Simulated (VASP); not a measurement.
# PbS (Cmc2_1) in VASP: further runs

The runs below take PbS through single point, relaxation of cell and atoms, with PBE.

Everything below comes from runs of VASP 6.6.1. Logs are shortened: lines on timing, memory, paths and dates and some standing lists are left out, and cuts for length are marked.

**1. The cell of the first run**

Symmetry: Cmc2_1, No. 36, orthorhombic system. Conventional cell: a = 5.893 Å, b = 5.910 Å, c = 6.491 Å, α = 90.00°, β = 90.00°, γ = 90.00°. Pb (site symmetry m) has 6 S at 2.82 to 3.67 Å within 3.7 Å. S (site symmetry m) has 6 Pb at 2.82 to 3.67 Å within 3.7 Å.

**2. Single point, PBE**

INCAR reads:

```
SYSTEM = PbS
ALGO = Normal
EDIFF = 1E-7
ENCUT = 520
GGA = PE
ISIF = 2
ISMEAR = 0
LASPH = .True.
LCHARG = .False.
LREAL = .False.
LWAVE = .False.
NBANDS = 28
NELM = 60
PREC = Accurate
SIGMA = 0.1
```

KPOINTS reads:

```
k-points
0
Gamma
  4 4 4
  0 0 0
```

POSCAR reads:

```
PbS
1.0
    2.9465302766     -2.9549949698      0.0000000000
    2.9465302766      2.9549949698      0.0000000000
    0.0000000000      0.0000000000      6.4906965118
Pb S
2 2
Direct
    0.2486914526      0.7513085474      0.2825838963
    0.7513085474      0.2486914526      0.7825838963
    0.7425387900      0.2574612100      0.2174268808
    0.2574612100      0.7425387900      0.7174268808
```

Potentials or basis: VASP PAW PBE potentials, release 64 (Pb_d, S).

Started as:

```console
> cat potpaw_PBE.64/Pb_d/POTCAR potpaw_PBE.64/S/POTCAR > POTCAR
> mpirun -np 1 vasp_std > vasp.out
```

OUTCAR:

```text
SYSTEM = PbS
   EDIFF = 1E-7
   ENCUT = 520
   GGA = PE
   ISIF = 2
   ISMEAR = 0
   LASPH = .True.
   LREAL = .False.
   NELM = 60
   PREC = Accurate

 ion  position               nearest neighbor table
   1  0.249  0.751  0.283-   4 2.82   3 2.95   3 2.98   3 2.98   3 3.02
   2  0.751  0.249  0.783-   3 2.82   4 2.95   4 2.98   4 2.98   4 3.02
   3  0.743  0.257  0.217-   2 2.82   1 2.95   1 2.98   1 2.98   1 3.02
   4  0.257  0.743  0.717-   1 2.82   2 2.95   2 2.98   2 2.98   2 3.02

  LATTYP: Found a base centered orthorhombic cell.
 ALAT       =     5.8930605532
 B/A-ratio  =     1.0028727664
 C/A-ratio  =     1.1014135106

  Lattice vectors:

 A1 = (   2.9465302766,  -2.9549949698,   0.0000000000)
 A2 = (   2.9465302766,   2.9549949698,   0.0000000000)
 A3 = (   0.0000000000,   0.0000000000,   6.4906965118)

Analysis of symmetry for initial positions (statically):
=====================================================================
 Subroutine PRICEL returns:
 Original cell was already a primitive cell.

 Routine SETGRP: Setting up the symmetry group for a
 base centered orthorhombic supercell.

 Subroutine GETGRP returns: Found  4 space group operations
 (whereof  2 operations were pure point group operations)
 out of a pool of  8 trial point group operations.

The static configuration has the point symmetry C_1h.
 The point group associated with its full space group is C_2v.

Analysis of symmetry for dynamics (positions and initial velocities):
=====================================================================
 Subroutine PRICEL returns:
 Original cell was already a primitive cell.

 Routine SETGRP: Setting up the symmetry group for a
 base centered orthorhombic supercell.

 Subroutine GETGRP returns: Found  4 space group operations
 (whereof  2 operations were pure point group operations)
 out of a pool of  8 trial point group operations.

The dynamic configuration has the point symmetry C_1h.
 The point group associated with its full space group is C_2v.

 Subroutine INISYM returns: Found  4 space group operations
 (whereof  2 operations are pure point group operations),
 and found     1 'primitive' translations

----------------------------------------------------------------------------------------

                                     Primitive cell

  volume of cell :     113.0288

  direct lattice vectors                    reciprocal lattice vectors
     2.946530277 -2.954994970  0.000000000     0.169691112 -0.169205026  0.000000000
     2.946530277  2.954994970  0.000000000     0.169691112  0.169205026  0.000000000
     0.000000000  0.000000000  6.490696512     0.000000000  0.000000000  0.154066670

  length of vectors
     4.173012814  4.173012814  6.490696512     0.239636004  0.239636004  0.154066670

  position of ions in fractional coordinates (direct lattice)
     0.248691453  0.751308547  0.282583896
     0.751308547  0.248691453  0.782583896
     0.742538790  0.257461210  0.217426881
     0.257461210  0.742538790  0.717426881

  ion indices of the primitive-cell ions
   primitive index   ion index
                 1           1
                 2           2
                 3           3
                 4           4

----------------------------------------------------------------------------------------

 KPOINTS: k-points

Automatic generation of k-mesh.
 Grid dimensions read from file:
 generate k-points for:    4    4    4

 Generating k-lattice:

  Cartesian coordinates                     Fractional coordinates (reciprocal lattice)
     0.042422778 -0.042301256  0.000000000     0.250000000  0.000000000  0.000000000
     0.042422778  0.042301256  0.000000000     0.000000000  0.250000000  0.000000000
     0.000000000  0.000000000  0.038516668     0.000000000  0.000000000  0.250000000

  Length of vectors
     0.059909001  0.059909001  0.038516668

  Shift w.r.t. Gamma in fractional coordinates (k-lattice)
     0.000000000  0.000000000  0.000000000

 Subroutine IBZKPT returns following result:
 ===========================================

 Found     21 irreducible k-points:

 Following reciprocal coordinates:
            Coordinates               Weight
  0.000000  0.000000  0.000000      1.000000
  0.250000 -0.000000  0.000000      4.000000
  0.500000 -0.000000  0.000000      2.000000
  0.250000  0.250000  0.000000      2.000000
  0.500000  0.250000  0.000000      4.000000
 -0.250000  0.250000  0.000000      2.000000
[... 13 lines left out ...]
 -0.250000  0.250000  0.500000      2.000000
  0.500000  0.500000  0.500000      1.000000
   k-points           NKPTS =     21   k-points in BZ     NKDIM =     21   number of bands    NBANDS=     28
   number of dos      NEDOS =    301   number of ions     NIONS =      4
   total plane-waves  NPLWV =  49152
   dimension x,y,z NGX =    32 NGY =   32 NGZ =   48
   dimension x,y,z NGXF=    64 NGYF=   64 NGZF=   96
   ions per type =               2   2
   NGX,Y,Z   is equivalent  to a cutoff of  12.75, 12.75, 12.29 a.u.
   NGXF,Y,Z  is equivalent  to a cutoff of  25.50, 25.50, 24.59 a.u.
 SYSTEM =  PbS
   PREC   = accura    normal or accurate (medium, high low for compatibility)
   ISTART =      0    job   : 0-new  1-cont  2-samecut
   ICHARG =      2    charge: 1-file 2-atom 10-const
   ISPIN  =      1    spin polarized calculation?
   LNONCOLLINEAR =      F non collinear calculations
   LSORBIT =      F    spin-orbit coupling
   LASPH  =      T    aspherical Exc in radial PAW
   ENCUT  =  520.0 eV  38.22 Ry    6.18 a.u.   7.76  7.76 12.07*2*pi/ulx,y,z
   NELM   =     60;   NELMIN=  2; NELMDL= -5     # of ELM steps
   EDIFF  = 0.1E-06   stopping-criterion for ELM
   LREAL  =      F    real-space projection
   EDIFFG = 0.1E-05   stopping-criterion for IOM
   NSW    =      0    number of steps for IOM
   IBRION =     -1    ionic relax: 0-MD 1-quasi-New 2-CG
   NFREE  =      0    steps in history (QN), initial steepest desc. (CG)
   ISIF   =      2    stress and relaxation
   ISYM   =      2    0-nonsym 1-usesym 2-fastsym
   POTIM  = 0.5000    time-step for ionic-motion
   TEBEG  =    0.0;   TEEND  =   0.0 temperature during run
   PSTRESS=    0.0 pullay stress
   NELECT =      40.0000    total number of electrons
   NUPDOWN=      -1.0000    fix difference up-down
   EMIN   =  10.00;   EMAX   =-10.00  energy-range for DOS
   EFERMI =   0.00;   METHOD = LEGACY
   ISMEAR =     0;   SIGMA  =   0.10  broadening in eV -4-tet -1-fermi 0-gaus
   EFERMI_NEDOS =   21; number of points for ismear=-14 and -15
   IALGO  =     38    algorithm
   IMIX   =      4    mixing-type and parameters
     AMIX     =   0.40;   BMIX     =  1.00
     AMIX_MAG =   1.60;   BMIX_MAG =  1.00
  volume/ion in A,a.u.               =      28.26       190.69
  Fermi-wavevector in a.u.,A,eV,Ry     =   1.157973  2.188252 18.244079  1.340902
  Thomas-Fermi vector in A             =   2.294580
   LORBIT       =      0    0 simple, 1 ext, 2 COOP (PROOUT), +10 PAW based schemes
   GGA     = PE    functional components
   LHFCALC =     F    Hartree Fock is set to
   AEXX    =    0.0000 exact exchange contribution
   IVDW    =     0    specifies the selected vdW correction
   LEPSILON=     F    determine dielectric tensor
   LRPA    =     F    only Hartree local field effects (RPA)
 non-spin polarized calculation
 Gauss-broadening in eV      SIGMA  =   0.10
  energy-cutoff  :      520.00
  volume of cell :      113.03
 maximum number of plane-waves:      3064
   NGX = 15   NGY = 15   NGZ = 25

 number of electron      39.9999989 magnetization

 Free energy of the ion-electron system (eV)
  ---------------------------------------------------
  ext. energy  EPLUGINS =         0.00000000
  ---------------------------------------------------
  free energy    TOTEN  =       -17.43393084 eV

  energy without entropy =      -17.43393084  energy(sigma->0) =      -17.43393084

 E-fermi :   5.1275     XC(G=0):  -9.2721

 val. band max:        4.6488141023   @ k =   0.5000  -0.0000   0.0000
 cond. band min:       5.8918815132   @ k =   0.5000  -0.0000   0.5000
 fundamental gap:      1.2430674109
 Fermi energy:         5.1275148957

 k-point     1 :       0.0000    0.0000    0.0000
  band No.  band energies     occupation
      1     -11.9258      2.00000
      2     -11.8364      2.00000
      3     -11.8330      2.00000
      4     -11.8229      2.00000
      5     -11.8151      2.00000
      6     -11.8145      2.00000
[... 20 lines left out ...]
     27      10.6037      0.00000
     28      11.4514      0.00000

 k-point     2 :       0.2500   -0.0000    0.0000
  band No.  band energies     occupation
      1     -11.8977      2.00000
      2     -11.8355      2.00000
      3     -11.8170      2.00000
      4     -11.8151      2.00000
      5     -11.8093      2.00000
      6     -11.8017      2.00000
[... 20 lines left out ...]
     27      11.4141      0.00000
     28      11.5175      0.00000

 k-point     3 :       0.5000   -0.0000    0.0000
  band No.  band energies     occupation
      1     -11.8585      2.00000
      2     -11.8547      2.00000
      3     -11.8124      2.00000
      4     -11.8122      2.00000
      5     -11.8099      2.00000
      6     -11.8094      2.00000
[... 20 lines left out ...]
     27      12.6245      0.00000
     28      12.6264      0.00000

 k-point     4 :       0.2500    0.2500    0.0000
  band No.  band energies     occupation
      1     -11.8903      2.00000
      2     -11.8463      2.00000
      3     -11.8263      2.00000
      4     -11.8085      2.00000
      5     -11.8080      2.00000
      6     -11.8018      2.00000
[... 485 lines left out ...]
     27      12.5568      0.00000
     28      12.5568      0.00000

 k-point    20 :      -0.2500    0.2500    0.5000
  band No.  band energies     occupation
      1     -11.8583      2.00000
      2     -11.8583      2.00000
      3     -11.8183      2.00000
      4     -11.8183      2.00000
      5     -11.8046      2.00000
      6     -11.8046      2.00000
[... 20 lines left out ...]
     27      12.7680      0.00000
     28      12.7680      0.00000

 k-point    21 :       0.5000    0.5000    0.5000
  band No.  band energies     occupation
      1     -11.9025      2.00000
      2     -11.9025      2.00000
      3     -11.8118      2.00000
      4     -11.8118      2.00000
      5     -11.8096      2.00000
      6     -11.8096      2.00000
[... 20 lines left out ...]
     27      13.1366      0.00000
     28      13.1607      0.00000

------------------------ aborting loop because EDIFF is reached ----------------------------------------

  FORCE on cell =-STRESS in cart. coord.  units (eV):
  Direction    XX          YY          ZZ          XY          YZ          ZX
  --------------------------------------------------------------------------------------
  -------------------------------------------------------------------------------------
  Total        0.8043308      0.6129711     -1.3701013      0.0000000      0.0000000      0.0000000
  in kB       11.4013509      8.6888361    -19.4211212      0.0000000      0.0000000      0.0000000
  external PRESSURE =       0.2230219 kB  Pullay stress =       0.0000000 kB

 VOLUME and BASIS-vectors are now :
 -----------------------------------------------------------------------------
  energy-cutoff  :      520.00
  volume of cell :      113.03
      direct lattice vectors                 reciprocal lattice vectors
     2.946530277 -2.954994970  0.000000000     0.169691112 -0.169205026  0.000000000
     2.946530277  2.954994970  0.000000000     0.169691112  0.169205026  0.000000000
     0.000000000  0.000000000  6.490696512     0.000000000  0.000000000  0.154066670

 POSITION                                       TOTAL-FORCE (eV/Angst)
 -----------------------------------------------------------------------------------
      2.94653      1.48523      1.83417         0.000000     -0.007487      0.034785
      2.94653     -1.48523      5.07951         0.000000      0.007487      0.034785
      2.94653     -1.43340      1.41125         0.000000     -0.030194     -0.034785
      2.94653      1.43340      4.65660         0.000000      0.030194     -0.034785
 -----------------------------------------------------------------------------------
    total drift:                               -0.000000     -0.000000     -0.000388

  FREE ENERGIE OF THE ION-ELECTRON SYSTEM (eV)
  ---------------------------------------------------
  free  energy   TOTEN  =       -17.4339308360 eV

  energy  without entropy=      -17.4339308360  energy(sigma->0) =      -17.43393084
```

Run time: 81 s. Hardware: 1 thread of Intel Xeon 8259CL, shared host; peak memory 0.24 GiB.

Results:

| Property | Result |
| --- | --- |
| Free energy | -17.4339 eV |
| Pressure | 0.0 GPa |
| Largest force | 0.046 eV/Å |
| Band gap on the k mesh | 1.24 eV |

Forces in eV/Å, atoms in the order of the input:
```
Pb   0.000 -0.007  0.035
Pb   0.000  0.007  0.035
S    0.000 -0.030 -0.035
S    0.000  0.030 -0.035
```

Caveat: spin-orbit coupling is left out, which moves the levels of the heavy elements. A k mesh can miss the band edges.

**3. Relaxation of cell and atoms, PBE**

INCAR reads:

```
SYSTEM = PbS
  PREC = Accurate
  ENCUT = 600
  EDIFF = 1E-6
  ISMEAR = 0
  SIGMA = 0.1
  LREAL = .False.
  LASPH = .True.
  NELM = 100
  ALGO = Normal
  ISIF = 3
  LWAVE = .False.
  LCHARG = .False.
  GGA = PE
  IBRION = 2
  NSW = 90
  EDIFFG = -0.04
```

KPOINTS reads:

```
Automatic mesh
0
Gamma
  4 4 4
  0 0 0
```

POSCAR is that of step 2.

Potentials or basis: VASP PAW PBE potentials, release 64 (Pb_d, S).

Started as:

```console
> cat potpaw_PBE.64/Pb_d/POTCAR potpaw_PBE.64/S/POTCAR > POTCAR
> mpirun -np 1 vasp_std > vasp.out
```

Run time: 13 min. Hardware: 1 thread of Intel Xeon 8259CL, shared host; peak memory 0.29 GiB.

The run converged. Its results:

```
Free energy                           : -17.5104 eV
Relaxed volume                        : 27.21 Å³/atom
Relaxed cell                          : a = 4.245 Å, b = 4.245 Å, c = 6.041 Å, α = 90.00°, β = 90.00°, γ = 89.97°
Space group after relaxing (to 0.1 Å) : I4mm (No. 107)
Energy gained by relaxing             : 19.0 meV/atom
Ionic steps                           : 13
Pressure after relaxing               : 0.1 GPa
Largest force after relaxing          : 0.013 eV/Å
Band gap on the k mesh                : 0.64 eV
```

Forces on the atoms (eV/Å):
```
Pb   0.000 -0.001  0.000
Pb   0.000  0.001  0.000
S    0.000 -0.013  0.000
S    0.000  0.013  0.000
```

Stress tensor (GPa, compression positive):
```
 0.11  0.00  0.00
 0.00  0.20  0.00
 0.00  0.00 -0.01
```

Step by step:
```csv
step,energy change (eV),largest force (eV/Å),pressure (GPa),volume (Å³)
1,0.0000,0.0456,0.07,113.03
2,-0.0244,0.0980,-0.15,113.20
3,-0.0280,0.1707,-0.19,113.27
4,-0.0347,0.1693,-0.10,112.70
5,-0.0504,0.1723,0.25,110.99
6,-0.0491,0.1873,1.27,107.53
7,-0.0561,0.1838,0.64,109.43
8,-0.0610,0.1509,0.47,109.56
9,-0.0703,0.0735,0.01,109.97
10,-0.0721,0.0140,-0.75,110.77
11,-0.0733,0.0147,-0.54,110.51
12,-0.0754,0.0130,-0.26,109.75
13,-0.0760,0.0129,0.10,108.86
```

Final structure:
```cif
data_structure
_symmetry_space_group_name_H-M 'P 1'
_symmetry_Int_Tables_number 1
_cell_length_a 4.2448
_cell_length_b 4.2448
_cell_length_c 6.0413
_cell_angle_alpha 90.000
_cell_angle_beta 90.000
_cell_angle_gamma 89.966
_cell_volume 108.86
loop_
_atom_site_label
_atom_site_type_symbol
_atom_site_fract_x
_atom_site_fract_y
_atom_site_fract_z
_atom_site_occupancy
Pb1 Pb 0.25035 0.74965 0.26061 1
Pb2 Pb 0.74965 0.25035 0.76061 1
S1 S 0.74660 0.25340 0.23940 1
S2 S 0.25340 0.74660 0.73940 1
```

Levels at points of the mesh, in eV from the valence-band top:
```tsv
k point	band 16	band 17	band 18	band 19	band 20	band 21	band 22	band 23	band 24
(0.00, 0.00, 0.00)	-3.07	-3.06	-1.88	-1.87	-1.86	4.16	5.12	5.12	5.12
(0.50, 0.00, 0.00)	-3.31	-1.64	-1.60	-0.60	-0.60	1.57	1.58	2.57	2.64
(0.50, 0.50, 0.00)	-4.75	-3.09	-3.09	-3.04	-3.04	3.97	3.97	5.55	5.60
(0.00, 0.00, 0.50)	-2.50	-2.50	-2.50	-1.54	-1.54	2.55	2.55	4.89	4.89
(0.50, 0.00, 0.50)	-1.57	-1.52	-1.52	0.00	0.00	0.64	0.64	2.18	2.18
(0.50, 0.50, 0.50)	-4.02	-4.02	-4.02	-0.90	-0.90	2.35	2.35	4.72	4.73
```

Caveat: spin-orbit coupling is left out, which moves the levels of the heavy elements. A k mesh can miss the band edges.
